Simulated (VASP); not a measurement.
# O2CH2 in VASP: further runs

O2CH2 is run at these levels: PBE+D3(BJ); tasks: single point, relaxation of the atoms.

All numbers are computed with VASP 6.6.1; they aren't measurements. Logs are shortened: lines on timing, memory, paths and dates and some standing lists are left out, and cuts for length are marked.

### 1 The cell of the first run

The cell holds a molecule in a box, 5 atoms: a = 14.000 Å, b = 14.500 Å, c = 15.000 Å, α = 90.00°, β = 90.00°, γ = 90.00°.

### 2 Single point, PBE+D3(BJ)

Contents of INCAR:

```
SYSTEM = H2CO2
PREC     = Accurate       ! precision mode
ENCUT    = 520            ! plane-wave cutoff, eV
EDIFF    = 1E-6           ! SCF threshold, eV
ISMEAR   = 0              ! smearing method
SIGMA    = 0.005          ! smearing width, eV
LREAL    = .False.        ! projectors in reciprocal space
LASPH    = .True.         ! aspherical terms in the spheres
NELM     = 60             ! most SCF steps
ALGO     = Normal         ! electronic algorithm
ISIF     = 2              ! what is computed and relaxed
LWAVE    = .False.        ! write WAVECAR
LCHARG   = .True.         ! write CHGCAR
GGA      = PE             ! functional
IVDW     = 12             ! dispersion correction
LELF     = .True.         ! ELF
LVHAR    = .True.       
ISYM     = 0            
NBANDS   = 17             ! bands
```

Contents of KPOINTS:

```
Automatic mesh
0
Gamma
  1 1 1
  0 0 0
```

Contents of POSCAR:

```
H2CO2
1.0
   14.0000000000      0.0000000000      0.0000000000
    0.0000000000     14.5000000000      0.0000000000
    0.0000000000      0.0000000000     15.0000000000
O C H
2 1 2
Direct
    0.5461687107      0.4485355513      0.4961922364
    0.4414238011      0.5680935631      0.5045509705
    0.4580585800      0.4865078792      0.5013222105
    0.5916956018      0.4998609638      0.4957043153
    0.4037667898      0.4310815706      0.5020696191
```

Potentials or basis: VASP PAW PBE potentials, release 64 (O, C, H).

Run with:

```console
$ cat potpaw_PBE.64/O/POTCAR potpaw_PBE.64/C/POTCAR potpaw_PBE.64/H/POTCAR > POTCAR
$ mpirun -np 1 vasp_gam > vasp.out
```

OUTCAR:

```text
SYSTEM = H2CO2
   PREC = Accurate
   ENCUT = 520
   EDIFF = 1E-6
   ISMEAR = 0
   LREAL = .False.
   LASPH = .True.
   NELM = 60
   ISIF = 2
   GGA = PE
   IVDW = 12
   ISYM = 0
 IVDW          = 12

 ion  position               nearest neighbor table
   1  0.546  0.449  0.496-   4 0.98   3 1.35
   2  0.441  0.568  0.505-   3 1.21
   3  0.458  0.487  0.501-   5 1.11   2 1.21   1 1.35
   4  0.592  0.500  0.496-   1 0.98
   5  0.404  0.431  0.502-   3 1.11

IMPORTANT INFORMATION: All symmetrisations will be switched off!
NOSYMM: (Re-)initialisation of all symmetry stuff for point group C_1.

----------------------------------------------------------------------------------------

                                     Primitive cell

  volume of cell :    3045.0000

  direct lattice vectors                    reciprocal lattice vectors
    14.000000000  0.000000000  0.000000000     0.071428571  0.000000000  0.000000000
     0.000000000 14.500000000  0.000000000     0.000000000  0.068965517  0.000000000
     0.000000000  0.000000000 15.000000000     0.000000000  0.000000000  0.066666667

  length of vectors
    14.000000000 14.500000000 15.000000000     0.071428571  0.068965517  0.066666667

  position of ions in fractional coordinates (direct lattice)
     0.546168711  0.448535551  0.496192236
     0.441423801  0.568093563  0.504550970
     0.458058580  0.486507879  0.501322210
     0.591695602  0.499860964  0.495704315
     0.403766790  0.431081571  0.502069619

  ion indices of the primitive-cell ions
   primitive index   ion index
                 1           1
                 2           2
                 3           3
                 4           4
                 5           5

----------------------------------------------------------------------------------------

 KPOINTS: Automatic mesh

Automatic generation of k-mesh.
 Grid dimensions read from file:
 generate k-points for:    1    1    1

 Generating k-lattice:

  Cartesian coordinates                     Fractional coordinates (reciprocal lattice)
     0.071428571  0.000000000  0.000000000     1.000000000  0.000000000  0.000000000
     0.000000000  0.068965517  0.000000000     0.000000000  1.000000000  0.000000000
     0.000000000  0.000000000  0.066666667     0.000000000  0.000000000  1.000000000

  Length of vectors
     0.071428571  0.068965517  0.066666667

  Shift w.r.t. Gamma in fractional coordinates (k-lattice)
     0.000000000  0.000000000  0.000000000

 Subroutine IBZKPT returns following result:
 ===========================================

 Found      1 irreducible k-points:

 Following reciprocal coordinates:
            Coordinates               Weight
  0.000000  0.000000  0.000000      1.000000
   k-points           NKPTS =      1   k-points in BZ     NKDIM =      1   number of bands    NBANDS=     17
   number of dos      NEDOS =    301   number of ions     NIONS =      5
   total plane-waves  NPLWV = ******
   dimension x,y,z NGX =   108 NGY =  108 NGZ =  112
   dimension x,y,z NGXF=   216 NGYF=  216 NGZF=  224
   ions per type =               2   1   2
   NGX,Y,Z   is equivalent  to a cutoff of  12.82, 12.38, 12.41 a.u.
   NGXF,Y,Z  is equivalent  to a cutoff of  25.65, 24.76, 24.83 a.u.
 SYSTEM =  H2CO2
   PREC   = accura    normal or accurate (medium, high low for compatibility)
   ISTART =      0    job   : 0-new  1-cont  2-samecut
   ICHARG =      2    charge: 1-file 2-atom 10-const
   ISPIN  =      1    spin polarized calculation?
   LNONCOLLINEAR =      F non collinear calculations
   LSORBIT =      F    spin-orbit coupling
   LASPH  =      T    aspherical Exc in radial PAW
   ENCUT  =  520.0 eV  38.22 Ry    6.18 a.u.  26.03 26.96 27.89*2*pi/ulx,y,z
   NELM   =     60;   NELMIN=  2; NELMDL= -5     # of ELM steps
   EDIFF  = 0.1E-05   stopping-criterion for ELM
   LREAL  =      F    real-space projection
   EDIFFG = 0.1E-04   stopping-criterion for IOM
   NSW    =      0    number of steps for IOM
   IBRION =     -1    ionic relax: 0-MD 1-quasi-New 2-CG
   NFREE  =      0    steps in history (QN), initial steepest desc. (CG)
   ISIF   =      2    stress and relaxation
   ISYM   =      0    0-nonsym 1-usesym 2-fastsym
   POTIM  = 0.5000    time-step for ionic-motion
   TEBEG  =    0.0;   TEEND  =   0.0 temperature during run
   PSTRESS=    0.0 pullay stress
   NELECT =      18.0000    total number of electrons
   NUPDOWN=      -1.0000    fix difference up-down
   EMIN   =  10.00;   EMAX   =-10.00  energy-range for DOS
   EFERMI =   0.00;   METHOD = LEGACY
   ISMEAR =     0;   SIGMA  =   0.01  broadening in eV -4-tet -1-fermi 0-gaus
   EFERMI_NEDOS =   21; number of points for ismear=-14 and -15
   IALGO  =     38    algorithm
   IMIX   =      4    mixing-type and parameters
     AMIX     =   0.40;   BMIX     =  1.00
     AMIX_MAG =   1.60;   BMIX_MAG =  1.00
  volume/ion in A,a.u.               =     609.00      4109.73
  Fermi-wavevector in a.u.,A,eV,Ry     =   0.296008  0.559374  1.192151  0.087621
  Thomas-Fermi vector in A             =   1.160127
   LORBIT       =      0    0 simple, 1 ext, 2 COOP (PROOUT), +10 PAW based schemes
   GGA     = PE    functional components
   LHFCALC =     F    Hartree Fock is set to
   AEXX    =    0.0000 exact exchange contribution
   IVDW    =    12    specifies the selected vdW correction
   LEPSILON=     F    determine dielectric tensor
   LRPA    =     F    only Hartree local field effects (RPA)
 non-spin polarized calculation
 Gauss-broadening in eV      SIGMA  =   0.01
  energy-cutoff  :      520.00
  volume of cell :     3045.00
 maximum number of plane-waves:     40942
 NGX is ok and might be reduce to   108
   NGX = 53   NGY = 53   NGZ = 55

 number of electron      17.9999992 magnetization

 Free energy of the ion-electron system (eV)
  ---------------------------------------------------
  ext. energy  EPLUGINS =         0.00000000
  ---------------------------------------------------
  free energy    TOTEN  =       -29.89070912 eV

  energy without entropy =      -29.89070912  energy(sigma->0) =      -29.89070912

 E-fermi :  -6.8738     XC(G=0):  -0.3203

 val. band max:       -6.9074910134   @ k =   0.0000   0.0000   0.0000
 cond. band min:      -1.5594978154   @ k =   0.0000   0.0000   0.0000
 fundamental gap:      5.3479931980
 Fermi energy:        -6.8737606091

 k-point     1 :       0.0000    0.0000    0.0000
  band No.  band energies     occupation
      1     -28.1009      2.00000
      2     -25.8924      2.00000
      3     -16.6071      2.00000
      4     -12.8121      2.00000
      5     -11.9442      2.00000
      6     -11.1268      2.00000
[... 9 lines left out ...]
     16       0.6844      0.00000
     17       0.7207      0.00000

------------------------ aborting loop because EDIFF is reached ----------------------------------------

 Edisp (eV)   -0.04974

 E8    (eV) :    -0.0139

  FORCE on cell =-STRESS in cart. coord.  units (eV):
  Direction    XX          YY          ZZ          XY          YZ          ZX
  --------------------------------------------------------------------------------------
  -------------------------------------------------------------------------------------
  Total       0.22418     0.57033    -0.08869    -0.15457     0.02826    -0.02022
  in kB       0.11796     0.30009    -0.04666    -0.08133     0.01487    -0.01064
  external pressure =        0.12 kB  Pullay stress =        0.00 kB

 VOLUME and BASIS-vectors are now :
 -----------------------------------------------------------------------------
  energy-cutoff  :      520.00
  volume of cell :     3045.00
      direct lattice vectors                 reciprocal lattice vectors
    14.000000000  0.000000000  0.000000000     0.071428571  0.000000000  0.000000000
     0.000000000 14.500000000  0.000000000     0.000000000  0.068965517  0.000000000
     0.000000000  0.000000000 15.000000000     0.000000000  0.000000000  0.066666667

 POSITION                                       TOTAL-FORCE (eV/Angst)
 -----------------------------------------------------------------------------------
      7.64636      6.50377      7.44288         0.087678     -0.100640     -0.006415
      6.17993      8.23736      7.56826        -0.105869      0.511611      0.021699
      6.41282      7.05436      7.51983        -0.086837     -0.457919     -0.012061
      8.28374      7.24798      7.43556         0.101568      0.047588     -0.003510
      5.65274      6.25068      7.53104         0.003460     -0.000641      0.000287
 -----------------------------------------------------------------------------------
    total drift:                               -0.000334     -0.001741      0.000859

  FREE ENERGIE OF THE ION-ELECTRON SYSTEM (eV)
  ---------------------------------------------------
  free  energy   TOTEN  =       -29.9404513653 eV

  energy  without entropy=      -29.9404513653  energy(sigma->0) =      -29.94045137
```

It took 3.2 min on 1 thread of AMD EPYC 7R13 (Zen 3), shared host; peak memory 1.8 GiB.

Results:

* Free energy: -29.9405 eV
* Largest force: 0.523 eV/Å
* Gap between the frontier levels: 5.35 eV
* Dispersion energy per atom: -0.010 eV

Forces in eV/Å, atoms in the order of the input:
```
O    0.088 -0.101 -0.006
O   -0.106  0.512  0.022
C   -0.087 -0.458 -0.012
H    0.102  0.048 -0.004
H    0.003 -0.001  0.000
```

Levels at points of the mesh, in eV from the valence-band top:
| k point | band 7 | band 8 | band 9 | band 10 | band 11 | band 12 |
| --- | --- | --- | --- | --- | --- | --- |
| (0.00, 0.00, 0.00) | -2.97 | -1.24 | 0.00 | 5.35 | 6.28 | 6.82 |

### 3 Relaxation of the atoms, PBE+D3(BJ)

Contents of INCAR:

```
SYSTEM = H2CO2
  PREC = Accurate
  ENCUT = 520
  EDIFF = 1E-6
  ISMEAR = 0
  SIGMA = 0.005
  LREAL = .FALSE.
  LASPH = .TRUE.
  NELM = 60
  ALGO = Normal
  ISIF = 2
  LWAVE = .FALSE.
  LCHARG = .FALSE.
  GGA = PE
  IVDW = 12
  IBRION = 2
  NSW = 100
  EDIFFG = -0.01
  ISYM = 0
```

Contents of KPOINTS:

```
Automatic mesh
0
G
  1 1 1
  0 0 0
```

Contents of POSCAR:

```
H2CO2
1.0
   14.0000000000      0.0000000000      0.0000000000
    0.0000000000     14.5000000000      0.0000000000
    0.0000000000      0.0000000000     15.0000000000
O C H
2 1 2
Direct
    0.5497914466      0.4519078921      0.4966453981
    0.4375092682      0.5671254003      0.5051376730
    0.4538127686      0.4833156543      0.5000781646
    0.6033460456      0.4988559815      0.4948623270
    0.3966539544      0.4328745997      0.5031157891
```

Potentials or basis: VASP PAW PBE potentials, release 64 (O, C, H).

Run with:

```console
$ cat potpaw_PBE.64/O/POTCAR potpaw_PBE.64/C/POTCAR potpaw_PBE.64/H/POTCAR > POTCAR
$ mpirun -np 1 vasp_gam > vasp.out
```

OUTCAR:

```text
SYSTEM = H2CO2
   PREC = Accurate
   ENCUT = 520
   EDIFF = 1E-6
   ISMEAR = 0
   LREAL = .FALSE.
   LASPH = .TRUE.
   NELM = 60
   ISIF = 2
   GGA = PE
   IVDW = 12
   IBRION = 2
   NSW = 100
   EDIFFG = -0.01
   ISYM = 0
 IVDW          = 12

 ion  position               nearest neighbor table
   1  0.550  0.452  0.497-   4 1.01   3 1.42
   2  0.438  0.567  0.505-   3 1.24
   3  0.454  0.483  0.500-   5 1.09   2 1.24   1 1.42
   4  0.603  0.499  0.495-   1 1.01
   5  0.397  0.433  0.503-   3 1.09

IMPORTANT INFORMATION: All symmetrisations will be switched off!
NOSYMM: (Re-)initialisation of all symmetry stuff for point group C_1.

[... 255 lines left out ...]
--------------------------------------- Ionic step       30  -------------------------------------------

 number of electron      17.9999993 magnetization

------------------------ aborting loop because EDIFF is reached ----------------------------------------
[... 81 lines left out ...]
--------------------------------------- Ionic step       32  -------------------------------------------

 number of electron      17.9999993 magnetization

 Free energy of the ion-electron system (eV)
  ---------------------------------------------------
  ext. energy  EPLUGINS =         0.00000000
  ---------------------------------------------------
  free energy    TOTEN  =       -29.89294952 eV

  energy without entropy =      -29.89294952  energy(sigma->0) =      -29.89294952

 E-fermi :  -6.8556     XC(G=0):  -0.3125

 val. band max:       -6.8990406325   @ k =   0.0000   0.0000   0.0000
 cond. band min:      -1.6106331538   @ k =   0.0000   0.0000   0.0000
 fundamental gap:      5.2884074787
 Fermi energy:        -6.8556436661

 k-point     1 :       0.0000    0.0000    0.0000
  band No.  band energies     occupation
      1     -28.0336      2.00000
      2     -25.8314      2.00000
      3     -16.6127      2.00000
      4     -12.8065      2.00000
      5     -11.9320      2.00000
      6     -11.0827      2.00000
      7      -9.8646      2.00000
      8      -8.1375      2.00000
      9      -6.8990      2.00000
     10      -1.6106      0.00000
     11      -0.6428      0.00000
     12      -0.0889      0.00000
     13       0.3329      0.00000
[... 34 lines left out ...]
  FREE ENERGIE OF THE ION-ELECTRON SYSTEM (eV)
  ---------------------------------------------------
  free  energy   TOTEN  =       -29.9426506706 eV

  energy  without entropy=      -29.9426506706  energy(sigma->0) =      -29.94265067

 reached required accuracy - stopping structural energy minimisation
```

CONTCAR:

```text
H2CO2
   1.00000000000000
    14.0000000000000000    0.0000000000000000    0.0000000000000000
     0.0000000000000000   14.5000000000000000    0.0000000000000000
     0.0000000000000000    0.0000000000000000   15.0000000000000000
  O               C               H
     2     1     2
Direct
     0.5463092398278625    0.4485738351314117    0.4961927152430599
     0.4409456232012221    0.5683956690863214    0.5044585044626057
     0.4578780492708199    0.4864328415625538    0.5013912288768784
     0.5922043520222504    0.4997629630871191    0.4954669726599293
     0.4037762190778474    0.4309142190325971    0.5023299305575247

  0.00000000E+00  0.00000000E+00  0.00000000E+00
  0.00000000E+00  0.00000000E+00  0.00000000E+00
  0.00000000E+00  0.00000000E+00  0.00000000E+00
  0.00000000E+00  0.00000000E+00  0.00000000E+00
  0.00000000E+00  0.00000000E+00  0.00000000E+00
```

It took 40 min on 1 thread of AMD EPYC 7R13 (Zen 3), shared host; peak memory 1.8 GiB.

What came out:

| Item | Value |
| --- | --- |
| Free energy | -29.9427 eV |
| Largest force after relaxing | 0.008 eV/Å |
| Gap between the frontier levels | 5.29 eV |
| Dispersion energy per atom | -0.010 eV |

Forces in eV/Å, atoms in the order of the input:
```
O    0.003 -0.001  0.001
O    0.001 -0.001  0.002
C   -0.004  0.005 -0.005
H    0.000  0.001  0.000
H    0.000 -0.004  0.002
```

Final structure:
```yaml
crystal:
  lattice:
    - [14.00000, 0.00000, 0.00000]
    - [0.00000, 14.50000, 0.00000]
    - [0.00000, 0.00000, 15.00000]
  atoms:
    - { symbol: O, position: [0.54631, 0.44857, 0.49619] }
    - { symbol: O, position: [0.44095, 0.56840, 0.50446] }
    - { symbol: C, position: [0.45788, 0.48643, 0.50139] }
    - { symbol: H, position: [0.59220, 0.49976, 0.49547] }
    - { symbol: H, position: [0.40378, 0.43091, 0.50233] }
```
